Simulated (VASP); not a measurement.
# ScAl3 (Pm-3m) in VASP: a series of runs

The runs below take ScAl3 through single point, relaxation of cell and atoms, with PBE+D3(BJ).

Everything below comes from runs of VASP 6.6.1. Logs are shortened: lines on timing, memory, paths and dates and some standing lists are left out, and cuts for length are marked.

## Step 1: The cell of the first run

The structure is cubic, space group Pm-3m (No. 221). The conventional cell has a = 4.049 Å, b = 4.049 Å, c = 4.049 Å, α = 90.00°, β = 90.00°, γ = 90.00°. Within 3.8 Å of Sc (site symmetry m-3m) lie 12 Al at 2.86 Å. Within 3.8 Å of Al (site symmetry 4/mmm) lie 4 Sc at 2.86 Å and 8 Al at 2.86 Å.

## Step 2: Single point, PBE+D3(BJ)

The input, INCAR:

```
SYSTEM = ScAl3
ALGO = Normal ; EDIFF = 1E-6
ENCUT = 520 ; GGA = PE
ISIF = 2 ; ISMEAR = 0
IVDW = 12 ; LASPH = .TRUE.
LCHARG = .TRUE. ; LELF = .TRUE.
LREAL = .FALSE. ; LVHAR = .TRUE.
LWAVE = .FALSE. ; NBANDS = 18
NELM = 100 ; PREC = Accurate
SIGMA = 0.1
```

The input, KPOINTS:

```
k-points
0
G
  10 10 10
  0 0 0
```

The input, POSCAR:

```
ScAl3
1.0
    4.0488871331      0.0000000000      0.0000000000
    0.0000000000      4.0488871331      0.0000000000
    0.0000000000      0.0000000000      4.0488871331
Sc Al
1 3
Direct
    0.0000000000      0.0000000000      0.0000000000
    0.5000000000      0.0000000000      0.5000000000
    0.0000000000      0.5000000000      0.5000000000
    0.5000000000      0.5000000000      0.0000000000
```

Potentials or basis: VASP PAW PBE potentials, release 64 (Sc_sv, Al).

On the command line:

```
cat potpaw_PBE.64/Sc_sv/POTCAR potpaw_PBE.64/Al/POTCAR > POTCAR
mpirun -np 1 vasp_std > vasp.out
```

OUTCAR:

```text
SYSTEM = ScAl3
   EDIFF = 1E-6
   ENCUT = 520
   GGA = PE
   ISIF = 2
   ISMEAR = 0
   IVDW = 12
   LASPH = .TRUE.
   LREAL = .FALSE.
   NELM = 100
   PREC = Accurate
 IVDW          = 12

 ion  position               nearest neighbor table
   1  0.000  0.000  0.000-   2 2.86   3 2.86   4 2.86   2 2.86   3 2.86   3 2.86   4 2.86   3 2.86
                             2 2.86   4 2.86   2 2.86   4 2.86
   2  0.500  0.000  0.500-   1 2.86   3 2.86   4 2.86   1 2.86   4 2.86   3 2.86   4 2.86   4 2.86
                             1 2.86   3 2.86   1 2.86   3 2.86
   3  0.000  0.500  0.500-   1 2.86   2 2.86   4 2.86   1 2.86   4 2.86   1 2.86   2 2.86   1 2.86
                             2 2.86   4 2.86   4 2.86   2 2.86
   4  0.500  0.500  0.000-   1 2.86   2 2.86   3 2.86   2 2.86   3 2.86   1 2.86   2 2.86   2 2.86
                             1 2.86   3 2.86   3 2.86   1 2.86

  LATTYP: Found a simple cubic cell.
 ALAT       =     4.0488871331

  Lattice vectors:

 A1 = (   4.0488871331,   0.0000000000,   0.0000000000)
 A2 = (   0.0000000000,   4.0488871331,   0.0000000000)
 A3 = (   0.0000000000,   0.0000000000,   4.0488871331)

Analysis of symmetry for initial positions (statically):
=====================================================================
 Subroutine PRICEL returns:
 Original cell was already a primitive cell.

 Routine SETGRP: Setting up the symmetry group for a
 simple cubic supercell.

 Subroutine GETGRP returns: Found 48 space group operations
 (whereof 48 operations were pure point group operations)
 out of a pool of 48 trial point group operations.

The static configuration has the point symmetry O_h .

Analysis of symmetry for dynamics (positions and initial velocities):
=====================================================================
 Subroutine PRICEL returns:
 Original cell was already a primitive cell.

 Routine SETGRP: Setting up the symmetry group for a
 simple cubic supercell.

 Subroutine GETGRP returns: Found 48 space group operations
 (whereof 48 operations were pure point group operations)
 out of a pool of 48 trial point group operations.

The dynamic configuration has the point symmetry O_h .

 Subroutine INISYM returns: Found 48 space group operations
 (whereof 48 operations are pure point group operations),
 and found     1 'primitive' translations

----------------------------------------------------------------------------------------

                                     Primitive cell

  volume of cell :      66.3754

[... 95 lines left out ...]
   NSW    =      0    number of steps for IOM
   IBRION =     -1    ionic relax: 0-MD 1-quasi-New 2-CG
   NFREE  =      0    steps in history (QN), initial steepest desc. (CG)
   ISIF   =      2    stress and relaxation
   ISYM   =      2    0-nonsym 1-usesym 2-fastsym
   POTIM  = 0.5000    time-step for ionic-motion
   TEBEG  =    0.0;   TEEND  =   0.0 temperature during run
   PSTRESS=    0.0 pullay stress
   NELECT =      20.0000    total number of electrons
   NUPDOWN=      -1.0000    fix difference up-down
   EMIN   =  10.00;   EMAX   =-10.00  energy-range for DOS
   EFERMI =   0.00;   METHOD = LEGACY
   ISMEAR =     0;   SIGMA  =   0.10  broadening in eV -4-tet -1-fermi 0-gaus
   EFERMI_NEDOS =   21; number of points for ismear=-14 and -15
   IALGO  =     38    algorithm
   IMIX   =      4    mixing-type and parameters
     AMIX     =   0.40;   BMIX     =  1.00
     AMIX_MAG =   1.60;   BMIX_MAG =  1.00
  volume/ion in A,a.u.               =      16.59       111.98
  Fermi-wavevector in a.u.,A,eV,Ry     =   1.097529  2.074028 16.389155  1.204569
  Thomas-Fermi vector in A             =   2.233890
   LORBIT       =      0    0 simple, 1 ext, 2 COOP (PROOUT), +10 PAW based schemes
   GGA     = PE    functional components
   LHFCALC =     F    Hartree Fock is set to
   AEXX    =    0.0000 exact exchange contribution
   IVDW    =    12    specifies the selected vdW correction
   LEPSILON=     F    determine dielectric tensor
   LRPA    =     F    only Hartree local field effects (RPA)
 non-spin polarized calculation
 Gauss-broadening in eV      SIGMA  =   0.10
  energy-cutoff  :      520.00
  volume of cell :       66.38
 maximum number of plane-waves:      1808
   NGX = 15   NGY = 15   NGZ = 15

 number of electron      20.0000001 magnetization

 Free energy of the ion-electron system (eV)
  ---------------------------------------------------
  ext. energy  EPLUGINS =         0.00000000
  ---------------------------------------------------
  free energy    TOTEN  =       -19.26646321 eV

  energy without entropy =      -19.26122013  energy(sigma->0) =      -19.26384167

 E-fermi :   7.5534     XC(G=0): -10.5283

 val. band max:        7.5201995788   @ k =   0.5000   0.1000   0.1000
 cond. band min:       7.5557631049   @ k =   0.3000   0.0000   0.0000
 fundamental gap:      0.0355635262
 Fermi energy:         7.5533702095

 k-point     1 :       0.0000    0.0000    0.0000
  band No.  band energies     occupation
      1     -41.3355      2.00000
      2     -20.0501      2.00000
      3     -20.0501      2.00000
      4     -20.0501      2.00000
      5      -2.6479      2.00000
      6       4.8803      2.00000
[... 481 lines left out ...]
      5      -1.6406      2.00000
      6       1.9303      2.00000
[... 10 lines left out ...]
     17      12.4898      0.00000
     18      13.2993      0.00000

 [... further k-points ...]

------------------------ aborting loop because EDIFF is reached ----------------------------------------

 Edisp (eV)   -1.56206

 E8    (eV) :    -0.7179

  FORCE on cell =-STRESS in cart. coord.  units (eV):
  Direction    XX          YY          ZZ          XY          YZ          ZX
  --------------------------------------------------------------------------------------
  -------------------------------------------------------------------------------------
  Total       0.00192     0.00192     0.00192     0.00000     0.00000    -0.00000
  in kB       0.04625     0.04625     0.04625     0.00000     0.00000    -0.00000
  external pressure =        0.05 kB  Pullay stress =        0.00 kB

 VOLUME and BASIS-vectors are now :
 -----------------------------------------------------------------------------
  energy-cutoff  :      520.00
  volume of cell :       66.38
      direct lattice vectors                 reciprocal lattice vectors
     4.048887133  0.000000000  0.000000000     0.246981446  0.000000000  0.000000000
     0.000000000  4.048887133  0.000000000     0.000000000  0.246981446  0.000000000
     0.000000000  0.000000000  4.048887133     0.000000000  0.000000000  0.246981446

 POSITION                                       TOTAL-FORCE (eV/Angst)
 -----------------------------------------------------------------------------------
      0.00000      0.00000      0.00000         0.000000      0.000000      0.000000
      2.02444      0.00000      2.02444         0.000000      0.000000      0.000000
      0.00000      2.02444      2.02444         0.000000      0.000000      0.000000
      2.02444      2.02444      0.00000         0.000000      0.000000      0.000000
 -----------------------------------------------------------------------------------
    total drift:                                0.000000     -0.000000      0.000000

  FREE ENERGIE OF THE ION-ELECTRON SYSTEM (eV)
  ---------------------------------------------------
  free  energy   TOTEN  =       -20.8285226787 eV

  energy  without entropy=      -20.8232795923  energy(sigma->0) =      -20.82590114
```

stdout:

```text
POSCAR found type information on POSCAR ScAl
 POSCAR found :  2 types and       4 ions
 scaLAPACK will be used
 LDA part: xc-table for (Slater+PW92), standard interpolation
 POSCAR, INCAR and KPOINTS ok, starting setup
 FFT: planning ... GRIDC
 FFT: planning ... GRID_SOFT
 FFT: planning ... GRID
 WAVECAR not read
 entering main loop
```

It took 42 s on 1 thread of Intel Xeon Platinum 8488C (Sapphire Rapids), shared host; peak memory 0.21 GiB.

What came out:

```yaml
Free_energy: -20.8285 eV
Pressure: 0.0 GPa
Band_gap_on_the_k_mesh: zero (band 10 reaches 8.57 eV, above the bottom of band 11 at 4.55 eV)
Dispersion_energy_per_atom: -0.391 eV
```

Levels at points of the mesh, in eV from the Fermi level:
```csv
k point,band 7,band 8,band 9,band 10,band 11,band 12,band 13,band 14
"(0.00, 0.00, 0.00)",-2.67,-1.85,-1.85,-1.85,1.24,1.31,1.31,1.31
"(0.50, 0.00, 0.00)",-1.78,-1.78,-1.55,1.01,1.03,1.03,1.34,1.66
"(0.50, 0.50, 0.00)",-5.70,-4.45,-0.57,-0.57,1.19,1.39,2.14,2.57
"(0.50, 0.50, 0.50)",-4.87,-4.60,-3.01,-3.01,-3.01,1.02,2.68,2.68
```

Caveat: pairwise dispersion overbinds metals, which lowers pressure and volume.

## Step 3: Relaxation of cell and atoms, PBE+D3(BJ)

This run uses another cell than the first one, of 17.30 Å³/atom, 1.042 times its volume.

The input, INCAR:

```
SYSTEM = ScAl3
PREC = Accurate
ENCUT = 600
EDIFF = 1E-6
ISMEAR = 0
SIGMA = 0.1
LREAL = .FALSE.
LASPH = .TRUE.
NELM = 100
ALGO = Normal
ISIF = 3
LWAVE = .FALSE.
LCHARG = .FALSE.
GGA = PE
IVDW = 12
IBRION = 2
NSW = 70
EDIFFG = -0.005
```

The input, KPOINTS:

```
regular mesh
0
G
  10 10 10
  0 0 0
```

The input, POSCAR:

```
ScAl3
1.0
    4.1053305956      0.0000000000      0.0000000000
    0.0000000000      4.1053305956      0.0000000000
    0.0000000000      0.0000000000      4.1053305956
Sc Al
1 3
Direct
    0.0000000000      0.0000000000      0.0000000000
    0.5000000000      0.0000000000      0.5000000000
    0.0000000000      0.5000000000      0.5000000000
    0.5000000000      0.5000000000      0.0000000000
```

Potentials or basis: VASP PAW PBE potentials, release 64 (Sc_sv, Al).

On the command line:

```
cat potpaw_PBE.64/Sc_sv/POTCAR potpaw_PBE.64/Al/POTCAR > POTCAR
mpirun -np 1 vasp_std > vasp.out
```

Run time: 99 s. Hardware: 1 thread of Intel Xeon Platinum 8488C (Sapphire Rapids), shared host; peak memory 0.26 GiB.

The run converged. Its results:

```yaml
Free_energy: -20.8295 eV
Relaxed_volume: 16.60 Å³/atom
Relaxed_cell: a = 4.049 Å, b = 4.049 Å, c = 4.049 Å, α = 90.00°, β = 90.00°, γ = 90.00°
Space_group_after_relaxing_to_0.05_Å: Pm-3m (No. 221)
Energy_gained_by_relaxing: 8.0 meV/atom
Ionic_steps: 3
Pressure_after_relaxing: 0.0 GPa
Band_gap_on_the_k_mesh: zero (band 10 reaches 8.56 eV, above the bottom of band 11 at 4.54 eV)
Dispersion_energy_per_atom: -0.390 eV
```

The path:
```tsv
step	energy change (eV)	largest force (eV/Å)	pressure (GPa)	volume (Å³)
1	0.0000	0.0000	-3.57	69.19
2	-0.0276	0.0000	1.49	65.40
3	-0.0322	0.0000	-0.01	66.40
```

Final structure:
```xyz
4
Lattice="4.0494 0.0000 0.0000 0.0000 4.0494 0.0000 0.0000 0.0000 4.0494" Properties=species:S:1:pos:R:3 pbc="T T T"
Sc    0.0000    0.0000    0.0000
Al    2.0247    0.0000    2.0247
Al    0.0000    2.0247    2.0247
Al    2.0247    2.0247    0.0000
```

Levels at points of the mesh, in eV from the Fermi level:
| k point | band 6 | band 7 | band 8 | band 9 | band 10 | band 11 | band 12 | band 13 | band 14 |
| --- | --- | --- | --- | --- | --- | --- | --- | --- | --- |
| (0.00, 0.00, 0.00) | -2.67 | -2.67 | -1.85 | -1.85 | -1.85 | 1.24 | 1.31 | 1.31 | 1.31 |
| (0.50, 0.00, 0.00) | -7.44 | -1.78 | -1.78 | -1.55 | 1.01 | 1.03 | 1.03 | 1.34 | 1.66 |
| (0.50, 0.50, 0.00) | -5.70 | -5.70 | -4.45 | -0.57 | -0.57 | 1.19 | 1.39 | 2.13 | 2.57 |
| (0.50, 0.50, 0.50) | -4.86 | -4.86 | -4.60 | -3.01 | -3.01 | -3.01 | 1.01 | 2.68 | 2.68 |

Caveat: pairwise dispersion overbinds metals, which lowers pressure and volume.
